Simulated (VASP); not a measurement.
Wanted: the native input for a VASP 6.6.1 run.

| Item | Value |
| --- | --- |
| Task | density of states |
| Functional | PBE |
| Potentials or basis | VASP PAW PBE potentials, release 64 (Zn) |
| Cutoff | 520 eV |
| k mesh | 17 × 17 × 17 |
| Occupations | fermi-dirac, width 0.08 eV |
| Spin | no spin polarisation |
| Dipole correction | no |
| k mesh for the DOS | 26 × 26 × 26 |
| Occupations for the DOS | tetrahedron |
| Further INCAR settings | ALGO = Normal; EDIFF = 1e-06 |

The system is Zn.

```
CELL_PARAMETERS angstrom
2.33474 0.00000 0.00000
0.00000 2.33474 0.00000
0.00000 0.00000 2.33474
ATOMIC_POSITIONS crystal
Zn 0.00000 0.00000 0.00000
```

This cell differs from its parent crystal: volume scaled by 0.7.

The input as run:

POSCAR

```
Zn
1.0
    2.3347375317      0.0000000000      0.0000000000
    0.0000000000      2.3347375317      0.0000000000
    0.0000000000      0.0000000000      2.3347375317
Zn
1
Direct
    0.0000000000      0.0000000000      0.0000000000
```

INCAR.step1

```
ALGO = Normal
EDIFF = 1E-6
ENCUT = 520
GGA = PE
ISIF = 2
ISMEAR = -1
LASPH = True
LCHARG = True
LREAL = False
LWAVE = False
NBANDS = 12
NELM = 100
PREC = Accurate
SIGMA = 0.08
```

KPOINTS.step1

```
k-points
0
Gamma
  17 17 17
```

INCAR.step2

```
ALGO = Normal
EDIFF = 1E-6
ENCUT = 520
GGA = PE
ICHARG = 11
ISIF = 2
ISMEAR = -5
LASPH = True
LCHARG = False
LORBIT = 11
LREAL = False
LWAVE = False
NEDOS = 1001
NELM = 100
PREC = Accurate
SIGMA = 0.08
```

KPOINTS.step2

```
k-points
0
Gamma
  26 26 26
```

Potentials or basis: VASP PAW PBE potentials, release 64 (Zn).

Run with:

```bash
$ cat potpaw_PBE.64/Zn/POTCAR > POTCAR
$ cp INCAR.step1 INCAR
$ cp KPOINTS.step1 KPOINTS
$ mpirun -np 1 vasp_std > vasp.out
$ cp INCAR.step2 INCAR
$ cp KPOINTS.step2 KPOINTS
$ mpirun -np 1 vasp_std > vasp.out
```

Results of the run:

```yaml
Valence_electrons_inside_the_program's_atomic_spheres: Zn 11.08
```

Run time: 73 s on 1 thread of AMD EPYC 7R13 (shared host), peak memory 0.16 GiB.
